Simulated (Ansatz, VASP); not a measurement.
**AlAs: VASP beside Ansatz**

```
Al As
1.0
     0.00000    2.83723    2.83723
     2.83723    0.00000    2.83723
     2.83723    2.83723    0.00000
Al As
1 1
Direct
  0.00000 0.00000 0.00000
  0.25000 0.25000 0.25000
```

Alike in both runs: task single point; functional PBEsol; k mesh 8 × 8 × 8; occupations gaussian, width 0.02 eV; no spin polarisation.

|  | VASP | Ansatz |
| --- | --- | --- |
| version | VASP 6.6.1 | Ansatz 0.2.0 |
| potentials or method | VASP PAW PBE potentials, release 64 (Al, As), cutoff 500 eV | scalar-relativistic, plane waves, PAW |
| valence electrons in the cell | 8 | 18 |

|  | VASP | Ansatz | Ansatz less VASP |
| --- | --- | --- | --- |
| gap on the k mesh at the Fermi level (eV) | 1.33 | 1.34 | +0.012 |
| least direct gap on the mesh (eV) | 1.92 | 1.91 | -0.014 |
| pressure (GPa) | 0.3 | 0.0 | -0.28 |

VASP's potentials were made for PBE, not for PBEsol, and Ansatz warns of the same on its side. VASP's potentials hold 8 valence electrons a cell and Ansatz's 18, so a difference there can come from the potentials and not from the codes.
